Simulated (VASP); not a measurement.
# Cd16TeSe15 (a cell with a defect) in VASP: electric field gradients with PBE

Aim: the electric field gradients of Cd16TeSe15 (a cell with a defect) with PBE.

All numbers are computed with VASP 6.6.1; they aren't measurements. Logs are shortened: lines on timing, memory, paths and dates and some standing lists are left out, and cuts for length are marked.

## Step 1: The cell of the first run

The cell holds a defect, 32 atoms: a = 8.600 Å, b = 8.600 Å, c = 14.040 Å, α = 90.00°, β = 90.00°, γ = 120.00°.

## Step 2: Electric field gradients, PBE

Input file INCAR:

```
ALGO = Normal ; EDIFF = 1E-8
ENCUT = 520 ; GGA = PE
ISIF = 2 ; ISMEAR = -1
LASPH = T ; LCHARG = F
LEFG = T ; LREAL = Auto
LWAVE = F ; NBANDS = 166
NELM = 100 ; PREC = Accurate
SIGMA = 0.01
```

Input file KPOINTS:

```
k-points
0
Gamma
  3 3 2
```

Input file POSCAR:

```
Cd16TeSe15
1.0
    8.6000000000      0.0000000000      0.0000000000
   -4.3000000000      7.4478184726      0.0000000000
    0.0000000000      0.0000000000     14.0400000000
Cd Te Se
16 1 15
Direct
    0.1666666666      0.3333333334      0.0000000000
    0.1666666666      0.3333333334      0.5000000000
    0.1666666666      0.8333333334      0.0000000000
    0.1666666666      0.8333333334      0.5000000000
    0.6666666666      0.3333333334      0.0000000000
    0.6666666666      0.3333333334      0.5000000000
    0.6666666666      0.8333333334      0.0000000000
    0.6666666666      0.8333333334      0.5000000000
    0.3333333334      0.1666666666      0.2500000000
    0.3333333334      0.1666666666      0.7500000000
    0.3333333334      0.6666666666      0.2500000000
    0.3333333334      0.6666666666      0.7500000000
    0.8333333334      0.1666666666      0.2500000000
    0.8333333334      0.1666666666      0.7500000000
    0.8333333334      0.6666666666      0.2500000000
    0.8333333334      0.6666666666      0.7500000000
    0.1666666666      0.3333333334      0.1925000000
    0.1666666666      0.3333333334      0.6925000000
    0.1666666666      0.8333333334      0.1925000000
    0.1666666666      0.8333333334      0.6925000000
    0.6666666666      0.3333333334      0.1925000000
    0.6666666666      0.3333333334      0.6925000000
    0.6666666666      0.8333333334      0.1925000000
    0.6666666666      0.8333333334      0.6925000000
    0.3333333334      0.1666666666      0.4425000000
    0.3333333334      0.1666666666      0.9425000000
    0.3333333334      0.6666666666      0.4425000000
    0.3333333334      0.6666666666      0.9425000000
    0.8333333334      0.1666666666      0.4425000000
    0.8333333334      0.1666666666      0.9425000000
    0.8333333334      0.6666666666      0.4425000000
    0.8333333334      0.6666666666      0.9425000000
```

Potentials or basis: VASP PAW PBE potentials, release 64 (Cd, Te, Se).

Started as:

```
> cat potpaw_PBE.64/Cd/POTCAR potpaw_PBE.64/Te/POTCAR potpaw_PBE.64/Se/POTCAR > POTCAR
> mpirun -np 1 vasp_std > vasp.out
```

OUTCAR:

```text
EDIFF = 1E-8
   ENCUT = 520
   GGA = PE
   ISIF = 2
   ISMEAR = -1
   LASPH = T
   LREAL = Auto
   NELM = 100
   PREC = Accurate

 ion  position               nearest neighbor table
   1  0.167  0.333  0.000-  30 2.61  28 2.61  26 2.61  17 2.70
   2  0.167  0.333  0.500-  29 2.61  27 2.61  25 2.61  18 2.70
   3  0.167  0.833  0.000-  32 2.61  26 2.61  28 2.61  19 2.70
   4  0.167  0.833  0.500-  31 2.61  25 2.61  27 2.61  20 2.70
   5  0.667  0.333  0.000-  26 2.61  32 2.61  30 2.61  21 2.70
   6  0.667  0.333  0.500-  25 2.61  31 2.61  29 2.61  22 2.70
[... 24 lines left out ...]
  31  0.833  0.667  0.443-   4 2.61   6 2.61   8 2.61  15 2.70
  32  0.833  0.667  0.943-   3 2.61   5 2.61   7 2.61  16 2.70

  LATTYP: Found a hexagonal cell.
 ALAT       =     8.6000000000
 C/A-ratio  =     1.6325581395

  Lattice vectors:

 A1 = (   8.6000000000,   0.0000000000,   0.0000000000)
 A2 = (  -4.3000000000,   7.4478184726,   0.0000000000)
 A3 = (   0.0000000000,   0.0000000000,  14.0400000000)

Analysis of symmetry for initial positions (statically):
=====================================================================
 Subroutine PRICEL returns:
 Original cell was already a primitive cell.

 Routine SETGRP: Setting up the symmetry group for a
 hexagonal supercell.

 Subroutine GETGRP returns: Found  6 space group operations
 (whereof  2 operations were pure point group operations)
 out of a pool of 24 trial point group operations.

The static configuration has the point symmetry C_1h.
 The point group associated with its full space group is C_3v.

Analysis of symmetry for dynamics (positions and initial velocities):
=====================================================================
 Subroutine PRICEL returns:
 Original cell was already a primitive cell.

 Routine SETGRP: Setting up the symmetry group for a
 hexagonal supercell.

 Subroutine GETGRP returns: Found  6 space group operations
 (whereof  2 operations were pure point group operations)
 out of a pool of 24 trial point group operations.

The dynamic configuration has the point symmetry C_1h.
 The point group associated with its full space group is C_3v.

 Subroutine INISYM returns: Found  6 space group operations
 (whereof  2 operations are pure point group operations),
 and found     1 'primitive' translations

----------------------------------------------------------------------------------------

                                     Primitive cell

  volume of cell :     899.2794

  direct lattice vectors                    reciprocal lattice vectors
     8.600000000  0.000000000  0.000000000     0.116279070  0.067133752  0.000000000
    -4.300000000  7.447818473  0.000000000     0.000000000  0.134267504  0.000000000
     0.000000000  0.000000000 14.040000000     0.000000000  0.000000000  0.071225071

  length of vectors
     8.600000000  8.600000000 14.040000000     0.134267504  0.134267504  0.071225071

  position of ions in fractional coordinates (direct lattice)
     0.166666667  0.333333333  0.000000000
     0.166666667  0.333333333  0.500000000
     0.166666667  0.833333333  0.000000000
     0.166666667  0.833333333  0.500000000
     0.666666667  0.333333333  0.000000000
     0.666666667  0.333333333  0.500000000
[... 24 lines left out ...]
     0.833333333  0.666666667  0.442500000
     0.833333333  0.666666667  0.942500000

  ion indices of the primitive-cell ions
   primitive index   ion index
                 1           1
                 2           2
                 3           3
                 4           4
                 5           5
                 6           6
[... 24 lines left out ...]
                31          31
                32          32

----------------------------------------------------------------------------------------

 KPOINTS: k-points

Automatic generation of k-mesh.
 Grid dimensions read from file:
 generate k-points for:    3    3    2

 Generating k-lattice:

[... 30 lines left out ...]
   NGX,Y,Z   is equivalent  to a cutoff of  12.37, 12.37, 12.79 a.u.
   NGXF,Y,Z  is equivalent  to a cutoff of  24.74, 24.74, 25.58 a.u.
 SYSTEM =  unknown system
   PREC   = accura    normal or accurate (medium, high low for compatibility)
   ISTART =      0    job   : 0-new  1-cont  2-samecut
   ICHARG =      2    charge: 1-file 2-atom 10-const
   ISPIN  =      1    spin polarized calculation?
   LNONCOLLINEAR =      F non collinear calculations
   LSORBIT =      F    spin-orbit coupling
   LASPH  =      T    aspherical Exc in radial PAW
   ENCUT  =  520.0 eV  38.22 Ry    6.18 a.u.  15.99 15.99 26.11*2*pi/ulx,y,z
   NELM   =    100;   NELMIN=  2; NELMDL= -5     # of ELM steps
   EDIFF  = 0.1E-07   stopping-criterion for ELM
   LREAL  =      T    real-space projection
   EDIFFG = 0.1E-06   stopping-criterion for IOM
   NSW    =      0    number of steps for IOM
   IBRION =     -1    ionic relax: 0-MD 1-quasi-New 2-CG
   NFREE  =      0    steps in history (QN), initial steepest desc. (CG)
   ISIF   =      2    stress and relaxation
   ISYM   =      2    0-nonsym 1-usesym 2-fastsym
   POTIM  = 0.5000    time-step for ionic-motion
   TEBEG  =    0.0;   TEEND  =   0.0 temperature during run
   PSTRESS=    0.0 pullay stress
   NELECT =     288.0000    total number of electrons
   NUPDOWN=      -1.0000    fix difference up-down
   EMIN   =  10.00;   EMAX   =-10.00  energy-range for DOS
   EFERMI =   0.00;   METHOD = LEGACY
   ISMEAR =    -1;   SIGMA  =   0.01  broadening in eV -4-tet -1-fermi 0-gaus
   EFERMI_NEDOS =   21; number of points for ismear=-14 and -15
   IALGO  =     38    algorithm
   IMIX   =      4    mixing-type and parameters
     AMIX     =   0.40;   BMIX     =  1.00
     AMIX_MAG =   1.60;   BMIX_MAG =  1.00
  volume/ion in A,a.u.               =      28.10       189.64
  Fermi-wavevector in a.u.,A,eV,Ry     =   1.120059  2.116604 17.068937  1.254531
  Thomas-Fermi vector in A             =   2.256702
   LORBIT       =      0    0 simple, 1 ext, 2 COOP (PROOUT), +10 PAW based schemes
   GGA     = PE    functional components
   LHFCALC =     F    Hartree Fock is set to
   AEXX    =    0.0000 exact exchange contribution
   IVDW    =     0    specifies the selected vdW correction
   LEPSILON=     F    determine dielectric tensor
   LRPA    =     F    only Hartree local field effects (RPA)
 non-spin polarized calculation
  energy-cutoff  :      520.00
  volume of cell :      899.28
 maximum number of plane-waves:     24264
 NGX is ok and might be reduce to    64
   NGX = 31   NGY = 31   NGZ = 53

 number of electron     287.9999985 magnetization

 Free energy of the ion-electron system (eV)
  ---------------------------------------------------
  ext. energy  EPLUGINS =         0.00000000
  ---------------------------------------------------
  free energy    TOTEN  =       -85.93841479 eV

  energy without entropy =      -85.93841479  energy(sigma->0) =      -85.93841479

 E-fermi :   1.3772     XC(G=0):  -8.9180

 val. band max:        1.1539114979   @ k =   0.0000   0.0000   0.0000
 cond. band min:       1.8828389334   @ k =   0.0000   0.0000   0.0000
 fundamental gap:      0.7289274355
 Fermi energy:         1.3771674050

 k-point     1 :       0.0000    0.0000    0.0000
  band No.  band energies     occupation
      1     -11.4698      2.00000
      2     -11.2999      2.00000
      3     -11.2762      2.00000
      4     -11.1157      2.00000
      5     -11.1077      2.00000
      6     -11.1077      2.00000
[... 943 lines left out ...]
    155       5.2486      0.00000
    156       5.2812      0.00000
 [bands above 156 left out]

------------------------ aborting loop because EDIFF is reached ----------------------------------------

  FORCE on cell =-STRESS in cart. coord.  units (eV):
  Direction    XX          YY          ZZ          XY          YZ          ZX
  --------------------------------------------------------------------------------------
  -------------------------------------------------------------------------------------
  Total       27.6224950     27.6224950     14.8247094     -0.0000000     -0.0000000     -0.0000000
  in kB       49.2128871     49.2128871     26.4120512     -0.0000000     -0.0000000     -0.0000000
  external PRESSURE =      41.6126085 kB  Pullay stress =       0.0000000 kB

 VOLUME and BASIS-vectors are now :
 -----------------------------------------------------------------------------
  energy-cutoff  :      520.00
  volume of cell :      899.28
      direct lattice vectors                 reciprocal lattice vectors
     8.600000000  0.000000000  0.000000000     0.116279070  0.067133752  0.000000000
    -4.300000000  7.447818473  0.000000000     0.000000000  0.134267504  0.000000000
     0.000000000  0.000000000 14.040000000     0.000000000  0.000000000  0.071225071

 POSITION                                       TOTAL-FORCE (eV/Angst)
 -----------------------------------------------------------------------------------
     -0.00000      2.48261      0.00000        -0.000000     -0.000000     -0.478200
     -0.00000      2.48261      7.02000        -0.000000     -0.000000      0.313497
     -2.15000      6.20652      0.00000         0.003199      0.001847      0.281245
     -2.15000      6.20652      7.02000         0.003798      0.002193      0.299246
      4.30000      2.48261      0.00000        -0.000000     -0.003694      0.281245
      4.30000      2.48261      7.02000        -0.000000     -0.004385      0.299246
[... 24 lines left out ...]
      4.30000      4.96521      6.21270        -0.000000     -0.000000     -0.295026
      4.30000      4.96521     13.23270        -0.000000     -0.000000     -0.281027
 -----------------------------------------------------------------------------------
    total drift:                               -0.000003      0.000000      0.076840

  FREE ENERGIE OF THE ION-ELECTRON SYSTEM (eV)
  ---------------------------------------------------
  free  energy   TOTEN  =       -85.9384147920 eV

  energy  without entropy=      -85.9384147920  energy(sigma->0) =      -85.93841479

 Electric field gradients (V/A^2)
---------------------------------------------------------------------
 ion       V_xx      V_yy      V_zz      V_xy      V_xz      V_yz
---------------------------------------------------------------------
   1       1.748     1.750    -3.498     0.002     0.000    -0.000
   2     -16.449   -16.447    32.896     0.002     0.000    -0.000
   3     -16.819   -16.969    33.787     0.133    -0.053    -0.030
   4     -16.668   -16.699    33.367     0.030    -0.131    -0.075
   5     -17.047   -16.741    33.787     0.002     0.000     0.061
   6     -16.718   -16.650    33.367     0.002     0.000     0.151
[... 24 lines left out ...]
  31       6.837     6.837   -13.674    -0.000    -0.000     0.000
  32       7.283     7.283   -14.567    -0.000    -0.000     0.000
---------------------------------------------------------------------

 Electric field gradients after diagonalization (V/A^2)
 (convention: |V_zz| > |V_xx| > |V_yy|)
----------------------------------------------------------------------
 ion       V_xx      V_yy      V_zz     asymmetry (V_yy - V_xx)/ V_zz
----------------------------------------------------------------------
   1       1.751     1.747    -3.498       0.001
   2     -16.450   -16.446    32.896       0.000
   3     -17.047   -16.741    33.787       0.009
   4     -16.718   -16.650    33.368       0.002
   5     -17.047   -16.741    33.787       0.009
   6     -16.718   -16.650    33.368       0.002
[... 24 lines left out ...]
  31       6.837     6.837   -13.674       0.000
  32       7.284     7.283   -14.567       0.000
----------------------------------------------------------------------

           NMR quadrupolar parameters

 Cq : quadrupolar parameter    Cq=e*Q*V_zz/h
 eta: asymmetry parameters     (V_yy - V_xx)/ V_zz
 Q  : nuclear electric quadrupole moment in mb (millibarn)
----------------------------------------------------------------------
 ion       Cq(MHz)       eta       Q (mb)
----------------------------------------------------------------------
   1      -0.008       0.001       1.000
   2       0.080       0.000       1.000
   3       0.082       0.009       1.000
   4       0.081       0.002       1.000
   5       0.082       0.009       1.000
   6       0.081       0.002       1.000
[... 24 lines left out ...]
  31      -0.033       0.000       1.000
  32      -0.035       0.000       1.000
----------------------------------------------------------------------
```

Wall time 34 min (1 thread of AMD EPYC 7R13 (Zen 3), shared host); peak memory 1.2 GiB.

What came out:

| Property | Result |
| --- | --- |
| Free energy | -85.9384 eV |
| Pressure | 4.2 GPa |
| Largest force | 1.185 eV/Å |
| Band gap on the k mesh | 0.73 eV |
| Largest electric field gradient by atom | Cd -3.5, +32.9, +33.8, +33.4, -53.1, +33.0, -53.0, +33.2, +34.0 (each value once); Te -5.8; Se -13.0, +12.6, -14.0, -16.7, -17.3, -13.7, -14.6 (each value once) V/Å² |

Forces in eV/Å, atoms in the order of the input:
```
Cd   0.000  0.000 -0.478
Cd   0.000  0.000  0.313
Cd   0.003  0.002  0.281
Cd   0.004  0.002  0.299
Cd   0.000 -0.004  0.281
Cd   0.000 -0.004  0.299
Cd  -0.003  0.002  0.281
Cd  -0.004  0.002  0.299
Cd   0.876 -0.506  0.616
Cd   0.008 -0.004  0.294
Cd   0.000  1.012  0.616
Cd   0.000  0.009  0.294
Cd  -0.876 -0.506  0.616
Cd  -0.008 -0.004  0.294
Cd   0.000  0.000  0.302
Cd   0.000  0.000  0.281
Te   0.000  0.000 -0.511
Se   0.000  0.000 -0.294
Se   0.024  0.014 -0.272
Se  -0.004 -0.002 -0.292
Se   0.000 -0.027 -0.272
Se   0.000  0.005 -0.292
Se  -0.024  0.014 -0.272
Se   0.004 -0.002 -0.292
Se   0.032 -0.019 -0.254
Se   0.023 -0.013 -0.351
Se   0.000  0.037 -0.254
Se   0.000  0.027 -0.351
Se  -0.032 -0.019 -0.254
Se  -0.023 -0.013 -0.351
Se   0.000  0.000 -0.295
Se   0.000  0.000 -0.281
```

Levels at points of the mesh, in eV from the valence-band top:
| k point | band 142 | band 143 | band 144 | band 145 | band 146 | band 147 |
| --- | --- | --- | --- | --- | --- | --- |
| (0.00, 0.00, 0.00) | -0.02 | 0.00 | 0.00 | 0.73 | 2.07 | 2.31 |
| (0.00, 0.00, 0.50) | -0.15 | -0.09 | -0.09 | 1.73 | 1.76 | 2.17 |

Electric field gradients, principal values (V/Å²):
| atom | least | middle | greatest (by size) |
| --- | --- | --- | --- |
| 1 Cd | 1.747 | 1.751 | -3.498 |
| 2 Cd | -16.446 | -16.450 | 32.896 |
| 3 Cd | -16.741 | -17.047 | 33.787 |
| 4 Cd | -16.650 | -16.718 | 33.368 |
| 5 Cd | -16.741 | -17.047 | 33.787 |
| 6 Cd | -16.650 | -16.718 | 33.368 |
| 7 Cd | -16.744 | -17.044 | 33.787 |
| 8 Cd | -16.653 | -16.715 | 33.368 |
| 9 Cd | 1.957 | 51.094 | -53.051 |
| 10 Cd | -16.428 | -16.584 | 33.012 |
| 11 Cd | 1.954 | 51.094 | -53.048 |
| 12 Cd | -16.425 | -16.587 | 33.012 |
| 13 Cd | 1.954 | 51.094 | -53.048 |
| 14 Cd | -16.425 | -16.587 | 33.012 |
| 15 Cd | -16.575 | -16.579 | 33.153 |
| 16 Cd | -16.973 | -16.977 | 33.950 |
| 17 Te | 2.911 | 2.912 | -5.823 |
| 18 Se | 6.481 | 6.482 | -12.964 |
| 19 Se | -3.020 | -9.546 | 12.566 |
| 20 Se | 6.893 | 7.077 | -13.970 |
| 21 Se | -3.020 | -9.546 | 12.566 |
| 22 Se | 6.893 | 7.077 | -13.970 |
| 23 Se | -3.021 | -9.546 | 12.567 |
| 24 Se | 6.892 | 7.078 | -13.970 |
| 25 Se | 7.716 | 8.972 | -16.688 |
| 26 Se | 7.336 | 9.959 | -17.295 |
| 27 Se | 7.717 | 8.971 | -16.688 |
| 28 Se | 7.335 | 9.960 | -17.295 |
| 29 Se | 7.717 | 8.971 | -16.688 |
| 30 Se | 7.335 | 9.960 | -17.295 |
| 31 Se | 6.837 | 6.837 | -13.674 |
| 32 Se | 7.283 | 7.284 | -14.567 |

Caveat: without QUAD_EFG the Cq values of the log hold for a quadrupole moment of 1 mb, not for the nuclei; spin-orbit coupling is left out, which moves the levels of the heavy elements.
